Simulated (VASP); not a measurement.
Crystal: Rh.

```
Rh
1.0
     2.66122    0.00000    0.00000
    -1.33061    2.30468    0.00000
     0.00000    0.00000    8.63314
Rh
4
Direct
  0.00000 0.00000 0.00000
  0.33333 0.66667 0.25000
  0.00000 0.00000 0.50000
  0.66667 0.33333 0.75000
```

This isn't the form of Rh at room conditions, which is fcc.

```yaml
Program: VASP 6.6.1
Task: relaxation of cell and atoms
Functional: PBEsol
Potentials_or_basis: VASP PAW PBE potentials, release 64 (Rh_pv)
Cutoff: 600 eV
k_mesh: 18 × 18 × 6
Occupations: gaussian, width 0.1 eV
Spin: no spin polarisation
```

At the start: pressure 6.5 GPa; volume 13.24 Å³/atom.

Where does the relaxation end?

Over 6 steps the energy falls by 5.9 meV/atom and the volume is 13.52 Å³/atom (+2.1 %); space group P6_3/mmc (No. 194, to 0.1 Å) before and after.

The path:
```tsv
step	energy change (eV)	largest force (eV/Å)	pressure (GPa)	volume (Å³)
1	0.0000	0.0000	6.52	52.95
2	0.1248	0.0000	-14.36	57.18
3	-0.0230	0.0000	-0.24	54.11
4	-0.0231	0.0000	-0.09	54.08
5	-0.0234	0.0000	0.03	54.06
6	-0.0234	0.0000	0.00	54.06
```

Final structure:
```
CELL_PARAMETERS angstrom
2.67501 0.00000 0.00000
-1.33750 2.31662 0.00000
0.00000 0.00000 8.72431
ATOMIC_POSITIONS crystal
Rh 0.00000 0.00000 0.00000
Rh 0.33333 0.66667 0.25000
Rh 0.00000 0.00000 0.50000
Rh 0.66667 0.33333 0.75000
```

Caveat: the highest band is partly filled, so the run has too few bands; the PAW data sets were made with another functional, which shifts forces and pressure a little.
